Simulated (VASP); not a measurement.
**CoSi2 (AlB2 type): single point with PBE**

The system is CoSi2 (AlB2 type).

```
Co Si
1.0
     3.98348    0.00000    0.00000
    -1.99174    3.44980    0.00000
     0.00000    0.00000    2.41669
Co Si
1 2
Direct
  0.00000 0.00000 0.00000
  0.33333 0.66667 0.50000
  0.66667 0.33333 0.50000
```

```json
{
 "Program": "VASP 6.6.1",
 "Task": "single point",
 "Functional": "PBE",
 "Potentials or basis": "VASP PAW PBE potentials, release 64 (Co, Si)",
 "Cutoff": "520 eV",
 "k mesh": "9 × 9 × 7",
 "Occupations": "fermi-dirac, width 0.08 eV",
 "Spin": "no spin polarisation"
}
```

The pressure is 23.8 GPa.

Levels at points of the mesh, in eV from the Fermi level:
| k point | band 6 | band 7 | band 8 | band 9 | band 10 | band 11 |
| --- | --- | --- | --- | --- | --- | --- |
| (0.00, 0.00, 0.00) | -2.05 | -2.05 | -0.72 | -0.72 | 0.44 | 0.44 |

Run time: 11 s on 1 thread of Intel(R) Xeon(R) 6975P-C (Granite Rapids) (shared host), peak memory 0.15 GiB.

Caveat: the k points lie up to 0.37 Å⁻¹ apart. Spin polarisation is off, so any magnetic state and its effect on volume and gap are missing.
